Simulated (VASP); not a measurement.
# ZrH (P4_2/mmc) in VASP: notebook

ZrH is run at these levels: PBEsol; tasks: single point.

Everything below comes from runs of VASP 6.6.1. Logs are shortened: lines on timing, memory, paths and dates and some standing lists are left out, and cuts for length are marked.

## 1. The cell of the first run

Symmetry: P4_2/mmc, No. 131, tetragonal system. The conventional cell has a = 3.190 Å, b = 3.190 Å, c = 4.991 Å, α = 90.00°, β = 90.00°, γ = 90.00°. Within 2.7 Å of Zr (site symmetry mmm) lie 4 H at 2.03 Å. H (site symmetry -4m2) has 4 Zr at 2.03 Å and 2 H at 2.50 Å within 2.7 Å.

## 2. Single point, PBEsol

Input file INCAR:

```
SYSTEM = ZrH
PREC = Accurate ; ENCUT = 520
EDIFF = 1E-6 ; ISMEAR = 0
SIGMA = 0.1 ; LREAL = .FALSE.
LASPH = .TRUE. ; NELM = 80
ALGO = Fast ; ISIF = 2
LWAVE = .FALSE. ; LCHARG = .TRUE.
GGA = PS ; LELF = .TRUE.
LVHAR = .TRUE. ; NBANDS = 21
```

Input file KPOINTS:

```
Automatic mesh
0
G
  16 16 10
  0 0 0
```

Input file POSCAR:

```
ZrH
1.0
    3.1902763254      0.0000000000      0.0000000000
    0.0000000000      3.1902763254      0.0000000000
    0.0000000000      0.0000000000      4.9905072829
Zr H
2 2
Direct
    0.0000000000      0.5000000000      0.0000000000
    0.5000000000      0.0000000000      0.5000000000
    0.0000000000      0.0000000000      0.7500000000
    0.0000000000      0.0000000000      0.2500000000
```

Potentials or basis: VASP PAW PBE potentials, release 64 (Zr_sv, H).

The run is started by

```bash
$ cat potpaw_PBE.64/Zr_sv/POTCAR potpaw_PBE.64/H/POTCAR > POTCAR
$ mpirun -np 1 vasp_std > vasp.out
```

OUTCAR:

```text
SYSTEM = ZrH
   PREC = Accurate
   ENCUT = 520
   EDIFF = 1E-6
   ISMEAR = 0
   LREAL = .FALSE.
   LASPH = .TRUE.
   NELM = 80
   ISIF = 2
   GGA = PS

 ion  position               nearest neighbor table
   1  0.000  0.500  0.000-   3 2.03   4 2.03   3 2.03   4 2.03   2 3.36   2 3.36   2 3.36   2 3.36
                             2 3.36   2 3.36   2 3.36   2 3.36
   2  0.500  0.000  0.500-   3 2.03   4 2.03   3 2.03   4 2.03   1 3.36   1 3.36   1 3.36   1 3.36
                             1 3.36   1 3.36   1 3.36   1 3.36
   3  0.000  0.000  0.750-   1 2.03   2 2.03   1 2.03   2 2.03
   4  0.000  0.000  0.250-   1 2.03   2 2.03   1 2.03   2 2.03

  LATTYP: Found a simple tetragonal cell.
 ALAT       =     3.1902763254
 C/A-ratio  =     1.5642868435

  Lattice vectors:

 A1 = (   3.1902763254,   0.0000000000,   0.0000000000)
 A2 = (   0.0000000000,   3.1902763254,   0.0000000000)
 A3 = (   0.0000000000,   0.0000000000,   4.9905072829)

Analysis of symmetry for initial positions (statically):
=====================================================================
 Subroutine PRICEL returns:
 Original cell was already a primitive cell.

 Routine SETGRP: Setting up the symmetry group for a
 simple tetragonal supercell.

 Subroutine GETGRP returns: Found 16 space group operations
 (whereof  8 operations were pure point group operations)
 out of a pool of 16 trial point group operations.

The static configuration has the point symmetry D_2h.
 The point group associated with its full space group is D_4h.

Analysis of symmetry for dynamics (positions and initial velocities):
=====================================================================
 Subroutine PRICEL returns:
 Original cell was already a primitive cell.

 Routine SETGRP: Setting up the symmetry group for a
 simple tetragonal supercell.

 Subroutine GETGRP returns: Found 16 space group operations
 (whereof  8 operations were pure point group operations)
 out of a pool of 16 trial point group operations.

The dynamic configuration has the point symmetry D_2h.
 The point group associated with its full space group is D_4h.

 Subroutine INISYM returns: Found 16 space group operations
 (whereof  8 operations are pure point group operations),
 and found     1 'primitive' translations

----------------------------------------------------------------------------------------

                                     Primitive cell
[... 95 lines left out ...]
   EDIFF  = 0.1E-05   stopping-criterion for ELM
   LREAL  =      F    real-space projection
   EDIFFG = 0.1E-04   stopping-criterion for IOM
   NSW    =      0    number of steps for IOM
   IBRION =     -1    ionic relax: 0-MD 1-quasi-New 2-CG
   NFREE  =      0    steps in history (QN), initial steepest desc. (CG)
   ISIF   =      2    stress and relaxation
   ISYM   =      2    0-nonsym 1-usesym 2-fastsym
   POTIM  = 0.5000    time-step for ionic-motion
   TEBEG  =    0.0;   TEEND  =   0.0 temperature during run
   PSTRESS=    0.0 pullay stress
   NELECT =      26.0000    total number of electrons
   NUPDOWN=      -1.0000    fix difference up-down
   EMIN   =  10.00;   EMAX   =-10.00  energy-range for DOS
   EFERMI =   0.00;   METHOD = LEGACY
   ISMEAR =     0;   SIGMA  =   0.10  broadening in eV -4-tet -1-fermi 0-gaus
   EFERMI_NEDOS =   21; number of points for ismear=-14 and -15
   IALGO  =     68    algorithm
   IMIX   =      4    mixing-type and parameters
     AMIX     =   0.40;   BMIX     =  1.00
     AMIX_MAG =   1.60;   BMIX_MAG =  1.00
  volume/ion in A,a.u.               =      12.70        85.69
  Fermi-wavevector in a.u.,A,eV,Ry     =   1.309580  2.474748 23.334004  1.715001
  Thomas-Fermi vector in A             =   2.440169
   LORBIT       =      0    0 simple, 1 ext, 2 COOP (PROOUT), +10 PAW based schemes
   GGA     = PS    functional components
   LHFCALC =     F    Hartree Fock is set to
   AEXX    =    0.0000 exact exchange contribution
   IVDW    =     0    specifies the selected vdW correction
   LEPSILON=     F    determine dielectric tensor
   LRPA    =     F    only Hartree local field effects (RPA)
 non-spin polarized calculation
 RMM-DIIS sequential band-by-band and
 Gauss-broadening in eV      SIGMA  =   0.10
  energy-cutoff  :      520.00
  volume of cell :       50.79
 maximum number of plane-waves:      1394
 NGX is ok and might be reduce to    24
   NGX = 11   NGY = 11   NGZ = 19

 number of electron      25.9999999 magnetization

 Free energy of the ion-electron system (eV)
  ---------------------------------------------------
  ext. energy  EPLUGINS =         0.00000000
  ---------------------------------------------------
  free energy    TOTEN  =       -26.66423182 eV

  energy without entropy =      -26.65472063  energy(sigma->0) =      -26.65947623

 E-fermi :   8.3356     XC(G=0): -11.2707

 val. band max:        8.3337812729   @ k =   0.4375   0.0000   0.1000
 cond. band min:       8.3368969463   @ k =   0.4375   0.0625   0.1000
 fundamental gap:      0.0031156734
 Fermi energy:         8.3355654661

 k-point     1 :       0.0000    0.0000    0.0000
  band No.  band energies     occupation
      1     -40.3926      2.00000
      2     -40.2794      2.00000
      3     -18.8348      2.00000
      4     -18.2562      2.00000
      5     -18.2562      2.00000
      6     -18.0826      2.00000
[... 565 lines left out ...]
     20      14.2398      0.00000
     21      16.3750      0.00000

 [... further k-points ...]

------------------------ aborting loop because EDIFF is reached ----------------------------------------

  FORCE on cell =-STRESS in cart. coord.  units (eV):
  Direction    XX          YY          ZZ          XY          YZ          ZX
  --------------------------------------------------------------------------------------
  -------------------------------------------------------------------------------------
  Total        0.0330981      0.0330981      0.0319757      0.0000000      0.0000000      0.0000000
  in kB        1.0440273      1.0440273      1.0086245      0.0000000      0.0000000      0.0000000
  external PRESSURE =       1.0322263 kB  Pullay stress =       0.0000000 kB

 VOLUME and BASIS-vectors are now :
 -----------------------------------------------------------------------------
  energy-cutoff  :      520.00
  volume of cell :       50.79
      direct lattice vectors                 reciprocal lattice vectors
     3.190276325  0.000000000  0.000000000     0.313452472  0.000000000  0.000000000
     0.000000000  3.190276325  0.000000000     0.000000000  0.313452472  0.000000000
     0.000000000  0.000000000  4.990507283     0.000000000  0.000000000  0.200380431

 POSITION                                       TOTAL-FORCE (eV/Angst)
 -----------------------------------------------------------------------------------
      0.00000      1.59514      0.00000         0.000000      0.000000      0.000000
      1.59514      0.00000      2.49525         0.000000      0.000000      0.000000
      0.00000      0.00000      3.74288         0.000000     -0.000000     -0.000000
      0.00000      0.00000      1.24763        -0.000000      0.000000      0.000000
 -----------------------------------------------------------------------------------
    total drift:                                0.000000      0.000000     -0.000000

  FREE ENERGIE OF THE ION-ELECTRON SYSTEM (eV)
  ---------------------------------------------------
  free  energy   TOTEN  =       -26.6642318217 eV

  energy  without entropy=      -26.6547206293  energy(sigma->0) =      -26.65947623
```

stdout:

```text
POSCAR found type information on POSCAR ZrH
 POSCAR found :  2 types and       4 ions
 scaLAPACK will be used
 -----------------------------------------------------------------------------
|                                                                             |
|                                                                             |
|     You enforced a specific xc type in the INCAR file but a different       |
[... 26 lines left out ...]
WARNING in EDDRMM: call to ZHEGV failed, returncode =   8  4      6
WARNING in EDDRMM: call to ZHEGV failed, returncode =   8  4      8
WARNING in EDDRMM: call to ZHEGV failed, returncode =   6  3     11
WARNING in EDDRMM: call to ZHEGV failed, returncode =   8  4      3
WARNING in EDDRMM: call to ZHEGV failed, returncode =   6  3     11
WARNING in EDDRMM: call to ZHEGV failed, returncode =   6  3     15
WARNING in EDDRMM: call to ZHEGV failed, returncode =   6  3     12
```

It took 9.9 min on 1 thread of Oxide Virtual Turin-like, shared host; peak memory 0.32 GiB.

What came out:

```yaml
Free_energy: -26.6642 eV
Pressure: 0.1 GPa
Band_gap_on_the_k_mesh: zero (bands 13 and 14 overlap by 1.02 eV)
```

Levels at points of the mesh, in eV from the Fermi level:
```
           k point  band 11  band 12  band 13  band 14  band 15  band 16
(0.00, 0.00, 0.00)    -3.07    -2.87    -0.06     0.81     0.81     2.16
(0.50, 0.00, 0.00)    -1.89    -0.82    -0.56    -0.25     1.80     2.04
(0.50, 0.50, 0.00)    -2.97    -2.97    -1.90     3.10     3.98     4.43
(0.00, 0.00, 0.50)    -1.77    -1.77    -0.09    -0.09     1.94     1.94
(0.50, 0.00, 0.50)    -2.81    -0.25     0.18     0.63     0.75     1.25
(0.50, 0.50, 0.50)    -2.06    -2.06    -0.28    -0.28     1.61     1.61
```

Caveat: the PAW data sets were made with another functional, which shifts forces and pressure a little.

[end of part 1 of 2]
